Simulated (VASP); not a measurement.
A run of VASP 6.6.1 is set up as follows.

The input POSCAR:

```
GaP
1.0
    0.0000000000      2.7252500000      2.7252500000
    2.7252500000      0.0000000000      2.7252500000
    2.7252500000      2.7252500000      0.0000000000
Ga P
1 1
Direct
    0.0000000000      0.0000000000      0.0000000000
    0.7500000000      0.7500000000      0.7500000000
```

Contents of INCAR.step1:

```
PREC     = Accurate       # precision mode
ENCUT    = 600            # plane-wave cutoff, eV
ISMEAR   = 0              # smearing method
SIGMA    = 0.01           # smearing width, eV
LREAL    = F              # projectors in reciprocal space
LASPH    = T              # aspherical terms in the spheres
NELM     = 80             # most SCF steps
GGA      = PE             # functional
ALGO     = Normal         # electronic algorithm
EDIFF    = 1E-4           # SCF threshold, eV
LWAVE    = T              # write WAVECAR
LCHARG   = F              # write CHGCAR
```

Contents of INCAR.step2:

```
PREC     = Accurate       # precision mode
ENCUT    = 600            # plane-wave cutoff, eV
EDIFF    = 1E-6           # SCF threshold, eV
ISMEAR   = 0              # smearing method
SIGMA    = 0.01           # smearing width, eV
LREAL    = F              # projectors in reciprocal space
LASPH    = T              # aspherical terms in the spheres
NELM     = 80             # most SCF steps
ALGO     = Normal         # electronic algorithm
ISIF     = 3              # what is computed and relaxed
LWAVE    = F              # write WAVECAR
LCHARG   = F              # write CHGCAR
METAGGA  = R2SCAN         # meta-GGA
LMIXTAU  = T            
IBRION   = 2              # ionic algorithm
NSW      = 100            # ionic steps
EDIFFG   = -0.002         # ionic threshold
PSTRESS  = 10.0         
ISTART   = 1
```

File KPOINTS:

```
Automatic mesh
0
Gamma
  8 8 8
```

Potentials or basis: VASP PAW PBE potentials, release 64 (Ga_d, P).

The run is started by

```bash
$ cat potpaw_PBE.64/Ga_d/POTCAR potpaw_PBE.64/P/POTCAR > POTCAR
$ cp INCAR.step1 INCAR
$ mpirun -np 1 vasp_std > vasp.out
$ cp INCAR.step2 INCAR
$ mpirun -np 1 vasp_std > vasp.out
```

(1) What does it give for the relaxed volume?

(2) What does it give for the space group after relaxing (to 0.1 Å)?

Answers

(1) 20.01 Å³/atom.

(2) F-43m (No. 216).

Caveat: the cell is relaxed towards a set pressure, so the run minimises the enthalpy, not the energy; the PAW data sets were made with another functional, which shifts forces and pressure a little.
